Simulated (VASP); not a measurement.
# CoO (Immm) in VASP: a series of runs

The runs below take CoO through single point, with PBEsol.

All numbers are computed with VASP 6.6.1; they aren't measurements. Logs are shortened: lines on timing, memory, paths and dates and some standing lists are left out, and cuts for length are marked.

### 1 The cell of the first run

The structure is orthorhombic, space group Immm (No. 71). The conventional cell has a = 2.996 Å, b = 3.033 Å, c = 4.263 Å, α = 90.00°, β = 90.00°, γ = 90.00°. Co (site symmetry mmm) has 6 O at 2.13 Å within 2.8 Å. Within 2.8 Å of O (site symmetry mmm) lie 6 Co at 2.13 Å.

### 2 Single point, PBEsol, collinear spin, ferromagnetic start (strain +0.0125 x Voigt [0, 0, 0, 0, 0, 1])

File INCAR:

```
PREC = Accurate ; ENCUT = 520
EDIFF = 1E-6 ; ISMEAR = 0
SIGMA = 0.15 ; LREAL = F
LASPH = T ; NELM = 150
ALGO = Fast ; ISIF = 2
LWAVE = F ; LCHARG = F
ISPIN = 2 ; MAGMOM = 2.74 0.37
LORBIT = 11 ; LMAXMIX = 4
GGA = PS ; NBANDS = 18
```

File KPOINTS:

```
regular mesh
0
Gamma
  20 20 20
```

File POSCAR:

```
CoO
1.0
    0.0133218750      2.1315000000      2.1315000000
    2.1315000000      0.0133218750      2.1315000000
    2.1448218750      2.1448218750      0.0000000000
Co O
1 1
Direct
    0.0000000000      0.0000000000      0.0000000000
    0.5000000000      0.5000000000      0.5000000000
```

Potentials or basis: VASP PAW PBE potentials, release 64 (Co, O).

Command:

```bash
> cat potpaw_PBE.64/Co/POTCAR potpaw_PBE.64/O/POTCAR > POTCAR
> mpirun -np 1 vasp_std > vasp.out
```

OUTCAR:

```text
PREC = Accurate
   ENCUT = 520
   EDIFF = 1E-6
   ISMEAR = 0
   LREAL = F
   LASPH = T
   NELM = 150
   ISIF = 2
   ISPIN = 2
   LORBIT = 11
   GGA = PS

 ion  position               nearest neighbor table
   1  0.000  0.000  0.000-   2 2.13   2 2.13   2 2.13   2 2.13   2 2.13   2 2.13
   2  0.500  0.500  0.500-   1 2.13   1 2.13   1 2.13   1 2.13   1 2.13   1 2.13

  LATTYP: Found a body centered orthorhombic cell.
 ALAT       =     2.9955562319
 B/A-ratio  =     1.0125786164
 C/A-ratio  =     1.4231079873

  Lattice vectors:

 A1 = (   2.1315000000,   0.0133218750,  -2.1315000000)
 A2 = (  -2.1315000000,  -0.0133218750,  -2.1315000000)
 A3 = (   0.0133218750,   2.1315000000,   2.1315000000)

Analysis of symmetry for initial positions (statically):
=====================================================================
 Subroutine PRICEL returns:
 Original cell was already a primitive cell.

 Routine SETGRP: Setting up the symmetry group for a
 body centered orthorhombic supercell.

 Subroutine GETGRP returns: Found  8 space group operations
 (whereof  8 operations were pure point group operations)
 out of a pool of  8 trial point group operations.

The static configuration has the point symmetry D_2h.

Analysis of symmetry for dynamics (positions and initial velocities):
=====================================================================
 Subroutine PRICEL returns:
 Original cell was already a primitive cell.

 Routine SETGRP: Setting up the symmetry group for a
 body centered orthorhombic supercell.

 Subroutine GETGRP returns: Found  8 space group operations
 (whereof  8 operations were pure point group operations)
 out of a pool of  8 trial point group operations.

The dynamic configuration has the point symmetry D_2h.

Analysis of structural, dynamic, and magnetic symmetry:
=====================================================================
 Subroutine PRICEL returns:
 Original cell was already a primitive cell.

 Routine SETGRP: Setting up the symmetry group for a
 body centered orthorhombic supercell.

 Subroutine GETGRP returns: Found  8 space group operations
 (whereof  8 operations were pure point group operations)
 out of a pool of  8 trial point group operations.

The overall configuration has the point symmetry D_2h.

 Subroutine INISYM returns: Found  8 space group operations
 (whereof  8 operations are pure point group operations),
 and found     1 'primitive' translations

----------------------------------------------------------------------------------------

                                     Primitive cell

  volume of cell :      19.3673

  direct lattice vectors                    reciprocal lattice vectors
     0.013321875  2.131500000  2.131500000    -0.236051914  0.236051914  0.234576589
     2.131500000  0.013321875  2.131500000     0.236051914 -0.236051914  0.234576589
     2.144821875  2.144821875  0.000000000     0.233119592  0.233119592 -0.234576589

  length of vectors
     3.014425646  3.014425646  3.033236184     0.408003907  0.408003907  0.404617924

  position of ions in fractional coordinates (direct lattice)
     0.000000000  0.000000000  0.000000000
     0.500000000  0.500000000  0.500000000

  ion indices of the primitive-cell ions
   primitive index   ion index
                 1           1
                 2           2

----------------------------------------------------------------------------------------

 KPOINTS: regular mesh

Automatic generation of k-mesh.
 Grid dimensions read from file:
 generate k-points for:   20   20   20

 Generating k-lattice:

  Cartesian coordinates                     Fractional coordinates (reciprocal lattice)
    -0.011802596  0.011802596  0.011728829     0.050000000  0.000000000  0.000000000
     0.011802596 -0.011802596  0.011728829     0.000000000  0.050000000  0.000000000
     0.011655980  0.011655980 -0.011728829    -0.000000000 -0.000000000  0.050000000

  Length of vectors
     0.020400195  0.020400195  0.020230896

  Shift w.r.t. Gamma in fractional coordinates (k-lattice)
     0.000000000  0.000000000  0.000000000

 Subroutine IBZKPT returns following result:
 ===========================================

 Found   1166 irreducible k-points:

 Following reciprocal coordinates:
            Coordinates               Weight
  0.000000  0.000000  0.000000      1.000000
  0.050000  0.000000  0.000000      4.000000
  0.100000  0.000000  0.000000      4.000000
  0.150000  0.000000  0.000000      4.000000
  0.200000  0.000000  0.000000      4.000000
  0.250000 -0.000000  0.000000      4.000000
[... 16 lines left out ...]
 -0.400000  0.050000  0.000000      4.000000
 -0.350000  0.050000  0.000000      4.000000
 [... further k-points ...]
   k-points           NKPTS =   1166   k-points in BZ     NKDIM =   1166   number of bands    NBANDS=     18
   number of dos      NEDOS =    301   number of ions     NIONS =      2
   total plane-waves  NPLWV =  13824
   dimension x,y,z NGX =    24 NGY =   24 NGZ =   24
   dimension x,y,z NGXF=    48 NGYF=   48 NGZF=   48
   ions per type =               1   1
   NGX,Y,Z   is equivalent  to a cutoff of  13.24, 13.24, 13.15 a.u.
   NGXF,Y,Z  is equivalent  to a cutoff of  26.47, 26.47, 26.31 a.u.
 SYSTEM =  unknown system
   PREC   = accura    normal or accurate (medium, high low for compatibility)
   ISTART =      0    job   : 0-new  1-cont  2-samecut
   ICHARG =      2    charge: 1-file 2-atom 10-const
   ISPIN  =      2    spin polarized calculation?
   LNONCOLLINEAR =      F non collinear calculations
   LSORBIT =      F    spin-orbit coupling
   LASPH  =      T    aspherical Exc in radial PAW
   ENCUT  =  520.0 eV  38.22 Ry    6.18 a.u.   5.60  5.60  5.64*2*pi/ulx,y,z
   NELM   =    150;   NELMIN=  2; NELMDL= -5     # of ELM steps
   EDIFF  = 0.1E-05   stopping-criterion for ELM
   LREAL  =      F    real-space projection
   EDIFFG = 0.1E-04   stopping-criterion for IOM
   NSW    =      0    number of steps for IOM
   IBRION =     -1    ionic relax: 0-MD 1-quasi-New 2-CG
   NFREE  =      0    steps in history (QN), initial steepest desc. (CG)
   ISIF   =      2    stress and relaxation
   ISYM   =      2    0-nonsym 1-usesym 2-fastsym
   POTIM  = 0.5000    time-step for ionic-motion
   TEBEG  =    0.0;   TEEND  =   0.0 temperature during run
   PSTRESS=    0.0 pullay stress
   NELECT =      15.0000    total number of electrons
   NUPDOWN=      -1.0000    fix difference up-down
   EMIN   =  10.00;   EMAX   =-10.00  energy-range for DOS
   EFERMI =   0.00;   METHOD = LEGACY
   ISMEAR =     0;   SIGMA  =   0.15  broadening in eV -4-tet -1-fermi 0-gaus
   EFERMI_NEDOS =   21; number of points for ismear=-14 and -15
   IALGO  =     68    algorithm
   IMIX   =      4    mixing-type and parameters
     AMIX     =   0.40;   BMIX     =  1.00
     AMIX_MAG =   1.60;   BMIX_MAG =  1.00
  volume/ion in A,a.u.               =       9.68        65.35
  Fermi-wavevector in a.u.,A,eV,Ry     =   1.503427  2.841064 30.753134  2.260292
  Thomas-Fermi vector in A             =   2.614538
   LORBIT       =     11    0 simple, 1 ext, 2 COOP (PROOUT), +10 PAW based schemes
   GGA     = PS    functional components
   LHFCALC =     F    Hartree Fock is set to
   AEXX    =    0.0000 exact exchange contribution
   IVDW    =     0    specifies the selected vdW correction
   LEPSILON=     F    determine dielectric tensor
   LRPA    =     F    only Hartree local field effects (RPA)
 spin polarized calculation
 RMM-DIIS sequential band-by-band and
 Gauss-broadening in eV      SIGMA  =   0.15
  energy-cutoff  :      520.00
  volume of cell :       19.37
 maximum number of plane-waves:       537
   NGX = 11   NGY = 11   NGZ = 11

 number of electron      15.0000006 magnetization       2.9290035

 Free energy of the ion-electron system (eV)
  ---------------------------------------------------
  ext. energy  EPLUGINS =         0.00000000
  ---------------------------------------------------
  free energy    TOTEN  =       -13.96432003 eV

  energy without entropy =      -13.91794071  energy(sigma->0) =      -13.94113037

 E-fermi :   7.7855     XC(G=0): -12.6481

 val. band max:        7.7854658785   @ k =  -0.2500   0.0500   0.5000
 cond. band min:       7.7859271991   @ k =  -0.1500  -0.4000   0.4500
 fundamental gap:      0.0004613206
 Fermi energy:         7.7854885416

 spin component 1

 k-point     1 :       0.0000    0.0000    0.0000
  band No.  band energies     occupation
      1     -12.4131      1.00000
      2       4.5032      1.00000
      3       4.5056      1.00000
      4       4.5402      1.00000
      5       4.5799      1.00000
      6       4.6207      1.00000
[... 10 lines left out ...]
     17      29.1373      0.00000
     18      32.4784      0.00000
[... 463 lines left out ...]
 k-point    24 :      -0.3500    0.0500    0.0000
  band No.  band energies     occupation
      1     -11.3724      1.00000
      2       0.1770      1.00000
      3       1.8623      1.00000
      4       2.0245      1.00000
      5       5.2051      1.00000
      6       5.2720      1.00000
[... 10 lines left out ...]
     17      34.3393      0.00000
     18      36.4954      0.00000

 [... further k-points ...]

 spin component 2

 k-point     1 :       0.0000    0.0000    0.0000
  band No.  band energies     occupation
      1     -11.8761      1.00000
      2       5.1440      1.00000
      3       5.1877      1.00000
      4       5.2330      1.00000
      5       6.6647      1.00000
      6       6.6869      1.00000
[... 10 lines left out ...]
     17      30.0851      0.00000
     18      33.2953      0.00000
[... 463 lines left out ...]
 k-point    24 :      -0.3500    0.0500    0.0000
  band No.  band energies     occupation
      1     -10.8017      1.00000
      2       0.7932      1.00000
      3       3.2292      1.00000
      4       3.3217      1.00000
      5       7.4419      0.99940
      6       7.5261      0.99277
[... 10 lines left out ...]
     17      34.7425      0.00000
     18      36.9827      0.00000

 [... further k-points ...]

------------------------ aborting loop because EDIFF is reached ----------------------------------------

  FORCE on cell =-STRESS in cart. coord.  units (eV):
  Direction    XX          YY          ZZ          XY          YZ          ZX
  --------------------------------------------------------------------------------------
  -------------------------------------------------------------------------------------
  Total       -1.3688957     -1.3688957     -1.3644996      0.0199026      0.0000000      0.0000000
  in kB     -113.2431391   -113.2431391   -112.8794696      1.6464582      0.0000000      0.0000000
  external PRESSURE =    -113.1219159 kB  Pullay stress =       0.0000000 kB

 VOLUME and BASIS-vectors are now :
 -----------------------------------------------------------------------------
  energy-cutoff  :      520.00
  volume of cell :       19.37
      direct lattice vectors                 reciprocal lattice vectors
     0.013321875  2.131500000  2.131500000    -0.236051914  0.236051914  0.234576589
     2.131500000  0.013321875  2.131500000     0.236051914 -0.236051914  0.234576589
     2.144821875  2.144821875  0.000000000     0.233119592  0.233119592 -0.234576589

 POSITION                                       TOTAL-FORCE (eV/Angst)
 -----------------------------------------------------------------------------------
      0.00000      0.00000      0.00000         0.000000     -0.000000      0.000000
      2.14482      2.14482      2.13150        -0.000000      0.000000      0.000000
 -----------------------------------------------------------------------------------
    total drift:                                0.000000     -0.000000     -0.000000

  FREE ENERGIE OF THE ION-ELECTRON SYSTEM (eV)
  ---------------------------------------------------
  free  energy   TOTEN  =       -13.9643200303 eV

  energy  without entropy=      -13.9179407076  energy(sigma->0) =      -13.94113037

 total charge

# of ion       s       p       d       tot
------------------------------------------
    1        0.297   0.360   7.142   7.798
    2        1.551   3.398   0.000   4.948
--------------------------------------------------
tot          1.847   3.757   7.142  12.747

 magnetization (x)

# of ion       s       p       d       tot
------------------------------------------
    1        0.020   0.017   2.524   2.561
    2        0.029   0.285   0.000   0.314
--------------------------------------------------
tot          0.049   0.302   2.524   2.875
```

Run time: 33 min. Hardware: 1 thread of Oxide Virtual Turin-like, shared host; peak memory 0.62 GiB.

What came out:

- Free energy: -13.9643 eV
- Pressure: -11.3 GPa
- Net moment: 2.93 μB per cell
- Site moments: Co +2.56; O +0.31 μB
- Valence electrons inside the program's atomic spheres: Co 7.80; O 4.95

Caveat: the cell differs from its parent crystal (strain +0.0125 x Voigt [0, 0, 0, 0, 0, 1]); the cell stands under tension; the PAW data sets were made with another functional, which shifts forces and pressure a little; a cell with one magnetic atom can't hold antiferromagnetic order, which such compounds often take; semilocal functionals often make such compounds metallic where correlation or magnetic order opens a gap, which also shifts bond lengths.

### 3 Single point, PBEsol, collinear spin, ferromagnetic start (strain +0.0050 x Voigt [0, 0, 0, 0, 0, 1])

File INCAR:

```
SYSTEM = CoO
PREC = Accurate
ENCUT = 520
EDIFF = 1E-6
ISMEAR = 0
SIGMA = 0.15
LREAL = .False.
LASPH = .True.
NELM = 150
ALGO = Fast
ISIF = 2
LWAVE = .False.
LCHARG = .True.
ISPIN = 2
MAGMOM = 2.74 0.37
LORBIT = 11
LMAXMIX = 4
GGA = PS
LELF = .True.
LVHAR = .True.
NBANDS = 18
```

File KPOINTS:

```
regular mesh
0
Gamma
  20 20 20
  0 0 0
```

File POSCAR:

```
CoO
1.0
    0.0053287500      2.1315000000      2.1315000000
    2.1315000000      0.0053287500      2.1315000000
    2.1368287500      2.1368287500      0.0000000000
Co O
1 1
Direct
    0.0000000000      0.0000000000      0.0000000000
    0.5000000000      0.5000000000      0.5000000000
```

Potentials or basis: VASP PAW PBE potentials, release 64 (Co, O).

Command:

```bash
> cat potpaw_PBE.64/Co/POTCAR potpaw_PBE.64/O/POTCAR > POTCAR
> mpirun -np 1 vasp_std > vasp.out
```

Wall time 32 min (1 thread of Oxide Virtual Turin-like, shared host); peak memory 0.63 GiB.

The run converged. Its results:

| Property | Result |
| --- | --- |
| Free energy | -13.9642 eV |
| Pressure | -11.3 GPa |
| Net moment | 2.93 μB per cell |
| Site moments | Co +2.56; O +0.31 μB |
| Valence electrons inside the program's atomic spheres | Co 7.80; O 4.95 |

Stress tensor (GPa, compression positive):
```
-11.29   0.07   0.00
  0.07 -11.29   0.00
  0.00   0.00 -11.28
```

Levels at points of the mesh, in eV from the Fermi level:
Spin up:
```csv
k point,band 5,band 6,band 7,band 8,band 9,band 10,band 11,band 12,band 13,band 14
"(0.00, 0.00, 0.00)",-3.21,-3.19,-3.15,-3.13,-3.12,0.83,16.57,17.83,17.90,17.97
"(0.50, 0.00, 0.00)",-2.41,-2.39,-1.85,0.07,0.08,4.84,9.19,13.15,13.20,20.18
"(0.50, 0.50, 0.00)",-4.00,-2.93,-2.42,-2.13,-2.12,5.67,9.62,11.45,15.47,15.58
"(0.00, 0.00, 0.50)",-2.41,-2.40,-1.87,0.06,0.07,4.87,9.14,13.22,13.27,20.24
"(0.50, 0.00, 0.50)",-4.00,-2.93,-2.42,-2.12,-2.12,5.67,9.62,11.45,15.53,15.53
```
Spin down:
```
           k point  band 2  band 3  band 4  band 5  band 6  band 7  band 8  band 9  band 10  band 11
(0.00, 0.00, 0.00)   -2.62   -2.60   -2.58   -1.11   -1.10   -1.09   -0.13   -0.13     1.39    16.51
(0.50, 0.00, 0.00)   -7.66   -4.72   -4.70   -0.12   -0.11    0.20    2.56    2.57     5.15    10.01
(0.50, 0.50, 0.00)   -6.47   -3.89   -3.84   -2.25    0.15    0.15    0.34    0.81     6.51    10.12
(0.00, 0.00, 0.50)   -7.67   -4.70   -4.68   -0.13   -0.11    0.19    2.55    2.56     5.18     9.95
(0.50, 0.00, 0.50)   -6.47   -3.87   -3.87   -2.25    0.15    0.15    0.34    0.81     6.51    10.12
```

Caveat: the cell differs from its parent crystal (strain +0.0050 x Voigt [0, 0, 0, 0, 0, 1]); the cell stands under tension; the PAW data sets were made with another functional, which shifts forces and pressure a little; a cell with one magnetic atom can't hold antiferromagnetic order, which such compounds often take; semilocal functionals often make such compounds metallic where correlation or magnetic order opens a gap, which also shifts bond lengths.
